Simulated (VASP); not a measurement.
# Si (P6_3/mmc) in VASP: notebook, part 2 of 2

VASP 6.6.1. Earlier steps stand in the parts before.

## 4. Single point, r2SCAN (18.95 Å³/atom)

This run uses another cell than the first one, of 18.95 Å³/atom.

POSCAR

```
Si
1.0
    3.7539008559      0.0000000000      0.0000000000
   -1.8769504280      3.2509735045      0.0000000000
    0.0000000000      0.0000000000      6.2117679855
Si
4
Direct
    0.3333333333      0.6666666667      0.0005609416
    0.6666666667      0.3333333333      0.5005609416
    0.3333333333      0.6666666667      0.3744390584
    0.6666666667      0.3333333333      0.8744390584
```

INCAR.step1

```
SYSTEM = Si
PREC = Accurate ; ENCUT = 520
ISMEAR = 0 ; SIGMA = 0.01
LREAL = .FALSE. ; LASPH = .TRUE.
NELM = 100 ; NBANDS = 16
GGA = PE ; ALGO = Normal
EDIFF = 1E-4 ; LWAVE = .TRUE.
LCHARG = .FALSE.
```

INCAR.step2

```
SYSTEM = Si
PREC = Accurate ; ENCUT = 520
EDIFF = 1E-7 ; ISMEAR = 0
SIGMA = 0.01 ; LREAL = .FALSE.
LASPH = .TRUE. ; NELM = 100
ALGO = Normal ; ISIF = 2
LWAVE = .FALSE. ; LCHARG = .FALSE.
METAGGA = R2SCAN ; LMIXTAU = .TRUE.
NBANDS = 16 ; ISTART = 1
```

KPOINTS

```
regular mesh
0
G
  6 6 4
  0 0 0
```

Potentials or basis: VASP PAW PBE potentials, release 64 (Si).

Run with:

```console
$ cat potpaw_PBE.64/Si/POTCAR > POTCAR
$ cp INCAR.step1 INCAR
$ mpirun -np 1 vasp_std > vasp.out
$ cp INCAR.step2 INCAR
$ mpirun -np 1 vasp_std > vasp.out
```

OUTCAR:

```text
SYSTEM = Si
   PREC = Accurate
   ENCUT = 520
   EDIFF = 1E-7
   ISMEAR = 0
   LREAL = .FALSE.
   LASPH = .TRUE.
   NELM = 100
   ISIF = 2
   METAGGA = R2SCAN
   ISTART = 1

 ion  position               nearest neighbor table
   1  0.333  0.667  0.001-   4 2.30   4 2.30   4 2.30   3 2.32
   2  0.667  0.333  0.501-   3 2.30   3 2.30   3 2.30   4 2.32
   3  0.333  0.667  0.374-   2 2.30   2 2.30   2 2.30   1 2.32
   4  0.667  0.333  0.874-   1 2.30   1 2.30   1 2.30   2 2.32

  LATTYP: Found a hexagonal cell.
 ALAT       =     3.7539008559
[... 595 lines left out ...]
  --------------------------------------------------------------------------------------
  -------------------------------------------------------------------------------------
  Total        3.1721243      3.1721243      3.0854116     -0.0000000      0.0000000     -0.0000000
  in kB       67.0423650     67.0423650     65.2097059     -0.0000000      0.0000000     -0.0000000
  external PRESSURE =      66.4314786 kB  Pullay stress =       0.0000000 kB

 VOLUME and BASIS-vectors are now :
 -----------------------------------------------------------------------------
  energy-cutoff  :      520.00
  volume of cell :       75.81
      direct lattice vectors                 reciprocal lattice vectors
     3.753900856  0.000000000  0.000000000     0.266389561  0.153800085  0.000000000
    -1.876950428  3.250973505  0.000000000     0.000000000  0.307600169  0.000000000
     0.000000000  0.000000000  6.211767985     0.000000000  0.000000000  0.160984763

 POSITION                                       TOTAL-FORCE (eV/Angst)
 -----------------------------------------------------------------------------------
     -0.00000      2.16732      0.00348         0.000000      0.000000      0.018852
      1.87695      1.08366      3.10937         0.000000      0.000000      0.018852
     -0.00000      2.16732      2.32593         0.000000      0.000000     -0.018852
      1.87695      1.08366      5.43181        -0.000000     -0.000000     -0.018852
 -----------------------------------------------------------------------------------
    total drift:                               -0.000000      0.000000     -0.000000

  FREE ENERGIE OF THE ION-ELECTRON SYSTEM (eV)
  ---------------------------------------------------
  free  energy   TOTEN  =       -34.9328212112 eV

  energy  without entropy=      -34.9328212112  energy(sigma->0) =      -34.93282121
```

OUTCAR.step1:

```text
SYSTEM = Si
   PREC = Accurate
   ENCUT = 520
   ISMEAR = 0
   LREAL = .FALSE.
   LASPH = .TRUE.
   NELM = 100
[... 624 lines left out ...]
      1.87695      1.08366      3.10937        -0.000000     -0.000000      0.015203
     -0.00000      2.16732      2.32593         0.000000      0.000000     -0.015203
      1.87695      1.08366      5.43181         0.000000     -0.000000     -0.015203
 -----------------------------------------------------------------------------------
    total drift:                               -0.000000      0.000000     -0.000000

  FREE ENERGIE OF THE ION-ELECTRON SYSTEM (eV)
  ---------------------------------------------------
  free  energy   TOTEN  =       -21.4926683346 eV

  energy  without entropy=      -21.4926683346  energy(sigma->0) =      -21.49266833
```

It took 2.8 min on 1 thread of Intel Xeon 8259CL, shared host; peak memory 0.19 GiB.

What came out:

```
Free energy            : -34.9328 eV
Pressure               : 6.6 GPa
Largest force          : 0.019 eV/Å
Band gap on the k mesh : 0.48 eV (least direct gap 1.55 eV)
```

Forces in eV/Å, atoms in the order of the input:
```
Si   0.000  0.000  0.019
Si   0.000  0.000  0.019
Si   0.000  0.000 -0.019
Si   0.000  0.000 -0.019
```

Stress tensor (GPa, compression positive):
```
6.70 0.00 0.00
0.00 6.70 0.00
0.00 0.00 6.52
```

Levels at points of the mesh, in eV from the valence-band top:
```
           k point  band 6  band 7  band 8  band 9  band 10  band 11
(0.00, 0.00, 0.00)   -0.42    0.00    0.00    1.55     2.13     2.13
(0.50, 0.00, 0.00)   -3.42   -3.35   -1.62    0.48     2.71     3.16
(0.00, 0.00, 0.50)   -1.05   -1.05   -1.05    2.33     2.33     3.19
(0.50, 0.00, 0.50)   -2.72   -2.72   -2.72    1.14     1.14     1.77
```

Caveat: the cell stands under pressure; the PAW data sets were made with another functional, which shifts forces and pressure a little. A k mesh can miss the band edges.

## 5. Single point, r2SCAN (19.56 Å³/atom)

This run uses another cell than the first one, of 19.56 Å³/atom.

POSCAR

```
Si
1.0
    3.7934185058      0.0000000000      0.0000000000
   -1.8967092529      3.2851967932      0.0000000000
    0.0000000000      0.0000000000      6.2771598224
Si
4
Direct
    0.3333333333      0.6666666667      0.0005609416
    0.6666666667      0.3333333333      0.5005609416
    0.3333333333      0.6666666667      0.3744390584
    0.6666666667      0.3333333333      0.8744390584
```

INCAR.step1

```
SYSTEM = Si
ALGO = Normal
EDIFF = 1E-4
ENCUT = 520
GGA = PE
ISMEAR = 0
LASPH = .True.
LCHARG = .False.
LREAL = .False.
LWAVE = .True.
NBANDS = 16
NELM = 80
PREC = Accurate
SIGMA = 0.01
```

INCAR.step2

```
SYSTEM = Si
ALGO = Normal
EDIFF = 1E-7
ENCUT = 520
ISIF = 2
ISMEAR = 0
ISTART = 1
LASPH = .True.
LCHARG = .False.
LMIXTAU = .True.
LREAL = .False.
LWAVE = .False.
METAGGA = R2SCAN
NBANDS = 16
NELM = 80
PREC = Accurate
SIGMA = 0.01
```

KPOINTS

```
k-points
0
Gamma
  6 6 4
  0 0 0
```

Potentials or basis: VASP PAW PBE potentials, release 64 (Si).

Run with:

```console
$ cat potpaw_PBE.64/Si/POTCAR > POTCAR
$ cp INCAR.step1 INCAR
$ mpirun -np 1 vasp_std > vasp.out
$ cp INCAR.step2 INCAR
$ mpirun -np 1 vasp_std > vasp.out
```

OUTCAR:

```text
SYSTEM = Si
   EDIFF = 1E-7
   ENCUT = 520
   ISIF = 2
   ISMEAR = 0
   ISTART = 1
   LASPH = .True.
   LREAL = .False.
   METAGGA = R2SCAN
   NELM = 80
   PREC = Accurate

 ion  position               nearest neighbor table
   1  0.333  0.667  0.001-   4 2.33   4 2.33   4 2.33   3 2.35
   2  0.667  0.333  0.501-   3 2.33   3 2.33   3 2.33   4 2.35
   3  0.333  0.667  0.374-   2 2.33   2 2.33   2 2.33   1 2.35
   4  0.667  0.333  0.874-   1 2.33   1 2.33   1 2.33   2 2.35

  LATTYP: Found a hexagonal cell.
 ALAT       =     3.7934185058
 C/A-ratio  =     1.6547501450

  Lattice vectors:

 A1 = (   3.7934185058,   0.0000000000,   0.0000000000)
 A2 = (  -1.8967092529,   3.2851967932,   0.0000000000)
 A3 = (   0.0000000000,   0.0000000000,   6.2771598224)

Analysis of symmetry for initial positions (statically):
=====================================================================
 Subroutine PRICEL returns:
 Original cell was already a primitive cell.

 Routine SETGRP: Setting up the symmetry group for a
 hexagonal supercell.

[... 168 lines left out ...]
 E-fermi :   6.3739     XC(G=0):  -9.9430

 val. band max:        6.2697630461   @ k =   0.0000   0.0000   0.0000
 cond. band min:       6.8253603018   @ k =   0.5000   0.0000   0.0000
 fundamental gap:      0.5555972557
 Fermi energy:         6.3738625948

 k-point     1 :       0.0000    0.0000    0.0000
  band No.  band energies     occupation
      1      -6.7265      2.00000
      2      -4.2559      2.00000
      3      -1.4211      2.00000
      4       4.6162      2.00000
      5       4.6162      2.00000
      6       5.8729      2.00000
[... 376 lines left out ...]
      3      -1.5826      2.00000
      4      -1.5826      2.00000
      5       1.4316      2.00000
      6       1.4316      2.00000
[... 8 lines left out ...]
     15      12.9714      0.00000
     16      12.9714      0.00000

------------------------ aborting loop because EDIFF is reached ----------------------------------------

  FORCE on cell =-STRESS in cart. coord.  units (eV):
  Direction    XX          YY          ZZ          XY          YZ          ZX
  --------------------------------------------------------------------------------------
  -------------------------------------------------------------------------------------
  Total        1.4857381      1.4857381      1.3815048      0.0000000      0.0000000      0.0000000
  in kB       30.4296880     30.4296880     28.2948668      0.0000000      0.0000000      0.0000000
  external PRESSURE =      29.7180809 kB  Pullay stress =       0.0000000 kB

 VOLUME and BASIS-vectors are now :
 -----------------------------------------------------------------------------
  energy-cutoff  :      520.00
  volume of cell :       78.23
      direct lattice vectors                 reciprocal lattice vectors
     3.793418506  0.000000000  0.000000000     0.263614468  0.152197884  0.000000000
    -1.896709253  3.285196793  0.000000000     0.000000000  0.304395768  0.000000000
     0.000000000  0.000000000  6.277159822     0.000000000  0.000000000  0.159307717

 POSITION                                       TOTAL-FORCE (eV/Angst)
 -----------------------------------------------------------------------------------
     -0.00000      2.19013      0.00352         0.000000     -0.000000      0.004263
      1.89671      1.09507      3.14210        -0.000000      0.000000      0.004263
     -0.00000      2.19013      2.35041         0.000000      0.000000     -0.004263
      1.89671      1.09507      5.48899        -0.000000      0.000000     -0.004263
 -----------------------------------------------------------------------------------
    total drift:                               -0.000000      0.000000     -0.000000

  FREE ENERGIE OF THE ION-ELECTRON SYSTEM (eV)
  ---------------------------------------------------
  free  energy   TOTEN  =       -35.0046191251 eV

  energy  without entropy=      -35.0046191251  energy(sigma->0) =      -35.00461913
```

OUTCAR.step1:

```text
SYSTEM = Si
   EDIFF = 1E-4
   ENCUT = 520
   GGA = PE
   ISMEAR = 0
   LASPH = .True.
   LREAL = .False.
   NELM = 80
[... 622 lines left out ...]
      1.89671      1.09507      3.14210         0.000000      0.000000      0.001265
     -0.00000      2.19013      2.35041         0.000000      0.000000     -0.001265
      1.89671      1.09507      5.48899        -0.000000     -0.000000     -0.001265
 -----------------------------------------------------------------------------------
    total drift:                               -0.000000      0.000000     -0.000000

  FREE ENERGIE OF THE ION-ELECTRON SYSTEM (eV)
  ---------------------------------------------------
  free  energy   TOTEN  =       -21.5841343347 eV

  energy  without entropy=      -21.5841343347  energy(sigma->0) =      -21.58413433
```

OSZICAR.step1:

```text
N       E                     dE             d eps       ncg     rms          rms(c)
DAV:   1     0.248418035484E+02    0.24842E+02   -0.60815E+03   672   0.830E+02
DAV:   2    -0.202201030640E+02   -0.45062E+02   -0.40755E+02   904   0.119E+02
DAV:   3    -0.219626394718E+02   -0.17425E+01   -0.17273E+01   960   0.218E+01
DAV:   4    -0.219827763317E+02   -0.20137E-01   -0.20134E-01   808   0.297E+00
DAV:   5    -0.219831237604E+02   -0.34743E-03   -0.34736E-03   944   0.370E-01    0.713E+00
DAV:   6    -0.217060790112E+02    0.27704E+00   -0.11282E-01   776   0.160E+00    0.436E+00
DAV:   7    -0.215813151014E+02    0.12476E+00   -0.23560E-01   800   0.241E+00    0.269E-01
DAV:   8    -0.215835156976E+02   -0.22006E-02   -0.16870E-02   816   0.657E-01    0.109E-01
DAV:   9    -0.215840091960E+02   -0.49350E-03   -0.64538E-04   888   0.148E-01    0.839E-02
DAV:  10    -0.215841315409E+02   -0.12234E-03   -0.12936E-04   728   0.578E-02    0.127E-02
DAV:  11    -0.215841343347E+02   -0.27938E-05   -0.63966E-06   400   0.149E-02
   1 F= -.21584134E+02 E0= -.21584134E+02  d E =-.254814E-41
```

Wall time 2.3 min (1 thread of Intel Xeon 8259CL, shared host); peak memory 0.19 GiB.

What came out:

| Item | Value |
| --- | --- |
| Free energy | -35.0046 eV |
| Pressure | 3.0 GPa |
| Largest force | 0.004 eV/Å |
| Band gap on the k mesh | 0.56 eV (least direct gap 1.46 eV) |

Forces on the atoms (eV/Å):
```
Si   0.000  0.000  0.004
Si   0.000  0.000  0.004
Si   0.000  0.000 -0.004
Si   0.000  0.000 -0.004
```

Stress tensor (GPa, compression positive):
```
3.04 0.00 0.00
0.00 3.04 0.00
0.00 0.00 2.83
```

Levels at points of the mesh, in eV from the valence-band top:
| k point | band 5 | band 6 | band 7 | band 8 | band 9 | band 10 | band 11 | band 12 |
| --- | --- | --- | --- | --- | --- | --- | --- | --- |
| (0.00, 0.00, 0.00) | -1.65 | -0.40 | 0.00 | 0.00 | 1.46 | 2.15 | 2.15 | 2.58 |
| (0.50, 0.00, 0.00) | -5.02 | -3.32 | -3.22 | -1.57 | 0.56 | 2.68 | 3.20 | 3.32 |
| (0.00, 0.00, 0.50) | -1.01 | -1.01 | -1.01 | -1.01 | 2.24 | 2.24 | 3.20 | 3.20 |
| (0.50, 0.00, 0.50) | -2.65 | -2.65 | -2.63 | -2.63 | 1.15 | 1.15 | 1.84 | 1.84 |

Caveat: the PAW data sets were made with another functional, which shifts forces and pressure a little.

## 6. The runs side by side

| level | cell | gap on the mesh (eV) | pressure (GPa) | largest force (eV/Å) |
| --- | --- | --- | --- | --- |
| PBE | a = 3.890, b = 3.890, c = 6.428 Å, angles 90.0, 90.0, 120.0°, 4 atoms | 0.51 | -2.5 | 0.02 |
| PBE | a = 3.927, b = 3.927, c = 6.489 Å, angles 90.0, 90.0, 120.0°, 4 atoms | 0.56 | -4.6 | 0.03 |
| r2SCAN | a = 3.754, b = 3.754, c = 6.212 Å, angles 90.0, 90.0, 120.0°, 4 atoms | 0.48 | 6.6 | 0.02 |
| r2SCAN | a = 3.793, b = 3.793, c = 6.277 Å, angles 90.0, 90.0, 120.0°, 4 atoms | 0.56 | 3.0 | - |

Alike in all rows: task single point; potentials or basis VASP PAW PBE potentials, release 64 (Si); no spin polarisation; k mesh 6 × 6 × 4; cutoff (eV) 520; smearing gaussian 0.01 eV.

Caveats: the PAW data sets were made with another functional, which shifts forces and pressure a little (at least some runs); the cell stands under tension (at least some runs); the cell stands under pressure (at least some runs).

Absolute energies hang on the potentials; compare differences alone.
